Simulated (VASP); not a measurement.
## BN: single point with PBE

BN:

```
B N
1.0
     2.55394    0.00000    0.00000
    -1.27697    2.21178    0.00000
     0.00000    0.00000    4.22685
B N
2 2
Direct
  0.61318 0.29418 0.97924
  0.27985 0.62751 0.47924
  0.66667 0.33333 0.62528
  0.33333 0.66667 0.12528
```

This cell differs from its parent crystal: all B atoms moved -0.150 Å, as atom 1 along Cartesian [1 1 1].

```yaml
Program: VASP 6.6.1
Task: single point
Functional: PBE
Potentials_or_basis: VASP PAW PBE potentials, release 64 (B, N)
Cutoff: 520 eV
k_mesh: 12 × 12 × 6
Occupations: gaussian, width 0.05 eV
Spin: no spin polarisation
Dipole_correction: no
Further_INCAR_settings: ALGO = Normal; EDIFF = 1e-07; NBANDS = 16
```

```
Pressure               : 5.1 GPa
Largest force          : 3.301 eV/Å
Band gap on the k mesh : 3.41 eV, indirect (least direct gap 6.97 eV)
```

Forces on the atoms (eV/Å):
```
B    1.263  1.675  1.962
B    2.091  1.676  1.895
N   -2.124 -1.676 -1.891
N   -1.231 -1.675 -1.965
```

Stress tensor (GPa, compression positive):
```
 4.90  2.46 -2.29
 2.46  4.77 -2.28
-2.29 -2.28  5.59
```

Levels at points of the mesh, in eV from the valence-band top:
```csv
k point,band 5,band 6,band 7,band 8,band 9,band 10,band 11,band 12
"(0.00, 0.00, 0.00)",-2.89,-2.07,-0.16,0.00,7.16,7.20,8.27,8.73
"(0.50, 0.00, 0.00)",-7.74,-5.76,-5.53,-2.26,5.96,6.54,8.57,10.35
"(0.00, 0.50, 0.00)",-7.84,-5.83,-5.37,-2.18,5.74,6.31,8.46,10.74
"(0.50, 0.50, 0.00)",-7.96,-5.87,-5.24,-2.10,5.52,6.08,8.44,11.01
"(0.00, 0.00, 0.50)",-2.47,-2.38,-0.86,-0.82,7.50,7.76,8.46,9.12
"(0.50, 0.00, 0.50)",-5.05,-4.54,-4.48,-3.77,5.40,6.01,8.80,10.20
"(0.00, 0.50, 0.50)",-5.28,-4.82,-4.05,-3.61,5.37,5.80,8.79,9.73
"(0.50, 0.50, 0.50)",-5.29,-5.11,-3.70,-3.55,5.38,5.54,8.94,9.27
```

Wall time 4 min on 1 thread of AMD EPYC 7R13, on a shared host, peak memory 0.21 GiB.

Caveat: the cell differs from its parent crystal (all B atoms moved -0.150 Å, as atom 1 along Cartesian [1 1 1]); forces of over 1 eV/Å act on the atoms, so gaps and moduli don't describe the material at rest. A k mesh can miss the band edges.
